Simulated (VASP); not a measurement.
# Ti2SiSe2: single point with PBE

Ti2SiSe2:

```
Ti Si Se
1.0
    -2.38438    2.38438    4.18039
     2.38438   -2.38438    4.18039
     2.38438    2.38438   -4.18039
Ti Si Se
2 1 2
Direct
  0.75000 0.25000 0.50000
  0.25000 0.75000 0.50000
  0.00000 0.00000 0.00000
  0.65782 0.65782 0.00000
  0.34218 0.34218 0.00000
```

The cell was built from a structure type or drawn by symmetry, and may not be a known phase.

```
Program             : VASP 6.6.1
Task                : single point
Functional          : PBE
Potentials or basis : VASP PAW PBE potentials, release 64 (Ti_sv, Si, Se)
Cutoff              : 520 eV
k mesh              : 12 × 12 × 12
Occupations         : gaussian, width 0.1 eV
Spin                : no spin polarisation
```

The pressure is 0.1 GPa and the largest force is 0.021 eV/Å. The band gap on the k mesh is zero (bands 20 and 21 overlap by 0.99 eV).

Forces on the atoms (eV/Å):
```
Ti   0.000  0.000  0.000
Ti   0.000  0.000  0.000
Si   0.000  0.000  0.000
Se   0.000  0.000 -0.021
Se   0.000  0.000  0.021
```

Stress tensor (GPa, compression positive):
```
0.16 0.00 0.00
0.00 0.16 0.00
0.00 0.00 0.00
```

Levels at points of the mesh, in eV from the Fermi level:
```csv
k point,band 17,band 18,band 19,band 20,band 21,band 22,band 23,band 24
"(0.00, 0.00, 0.00)",-3.87,-1.77,-0.38,-0.38,0.45,0.74,0.74,1.15
"(0.50, 0.00, 0.00)",-1.64,-1.17,-1.16,-0.47,-0.41,0.67,1.21,1.28
"(0.50, 0.50, 0.00)",-3.71,-1.89,-1.28,0.56,0.80,0.89,0.92,1.37
"(0.50, 0.50, 0.50)",-2.67,-1.60,-0.41,-0.41,-0.40,0.35,0.49,1.36
```

Run time: 7.4 min on 1 thread of Oxide Virtual Turin-like Processor, on a shared host, peak memory 0.51 GiB.
